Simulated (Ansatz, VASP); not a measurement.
InPd: VASP beside Ansatz

```
In Pd
1.0
     3.27188    0.00000    0.00000
     0.00000    3.27188    0.00000
     0.00000    0.00000    3.27188
In Pd
1 1
Direct
  0.00000 0.00000 0.00000
  0.45137 0.45137 0.36246
```

Alike in both runs: task single point; functional PBE; k mesh 14 × 14 × 14; occupations gaussian, width 0.15 eV; no spin polarisation.

```csv
,VASP,Ansatz
version,VASP 6.6.1,Ansatz 0.2.0
potentials or method,"VASP PAW PBE potentials, release 64 (In_d, Pd), cutoff 520 eV","scalar-relativistic, plane waves, PAW"
valence electrons in the cell,23,31
```

Ansatz gave:

| Quantity | Value |
| --- | --- |
| gap on the k mesh at the Fermi level (eV) | none |
| pressure (GPa) | 16.8 |
| traceless stress, the component that is largest in VASP (GPa) | 7.72 |
| rms of the force components (eV/Å) | 1.833 |

Task: Which values does VASP return?

Result: gap on the k mesh at the Fermi level (eV): none; pressure (GPa): 16.8; traceless stress, the component that is largest in VASP (GPa): 7.76; rms of the force components (eV/Å): 1.848.

Atom by atom the forces differ by 0.015 eV/Å (rms over components). A gap of «none» marks a metal or a gap that the smearing closes. The functional is the same, so the differences come from potentials, cutoffs and numerics. VASP's potentials hold 23 valence electrons a cell and Ansatz's 31, so a difference there can come from the potentials and not from the codes.
